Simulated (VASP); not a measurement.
Set up this calculation in VASP 6.6.1, as the native input.

| Quantity | Value |
| --- | --- |
| Task | relaxation of cell and atoms |
| Functional | LDA |
| Potentials or basis | VASP PAW LDA potentials, release 64 (Y_sv) |
| Cutoff | 600 eV |
| k mesh | 12 × 12 × 6 |
| Occupations | gaussian, width 0.1 eV |
| Spin | no spin polarisation |
| Dipole correction | no |
| Further INCAR settings | ALGO = Normal; EDIFF = 1e-07; IBRION = 2; EDIFFG = -0.002; NSW = 100; ISIF = 3 |

The structure of Y lies in POSCAR:

```
Y
1.0
    3.6425693900      0.0000000000      0.0000000000
   -1.8212847000      3.1545576300      0.0000000000
    0.0000000000      0.0000000000      5.8791583500
Y
2
Direct
    0.3333333300      0.6666666700      0.2500000000
    0.6666666700      0.3333333300      0.7500000000
```

These files were run (other wordings do the same):

INCAR

```
ALGO = Normal
EDIFF = 1E-7
EDIFFG = -0.002
ENCUT = 600
GGA = CA
IBRION = 2
ISIF = 3
ISMEAR = 0
LASPH = T
LCHARG = F
LREAL = F
LWAVE = F
NELM = 60
NSW = 100
PREC = Accurate
SIGMA = 0.1
```

KPOINTS

```
k-points
0
Gamma
  12 12 6
```

Potentials or basis: VASP PAW LDA potentials, release 64 (Y_sv).

Launch:

```sh
$ cat potpaw_LDA.64/Y_sv/POTCAR > POTCAR
$ mpirun -np 1 vasp_std > vasp.out
```

Results of the run:

```
Relaxed volume                        : 29.86 Å³/atom
Relaxed cell                          : a = 3.544 Å, b = 3.544 Å, c = 5.491 Å, α = 90.00°, β = 90.00°, γ = 120.00°
Space group after relaxing (to 0.1 Å) : P6_3/mmc (No. 194)
Energy gained by relaxing             : 67.9 meV/atom
Ionic steps                           : 16
Pressure after relaxing               : 0.0 GPa
Band gap on the k mesh                : zero (bands 11 and 12 overlap by 1.80 eV)
```

Wall time 16 min on 1 thread of Oxide Virtual Turin-like Processor (shared host), peak memory 0.22 GiB.
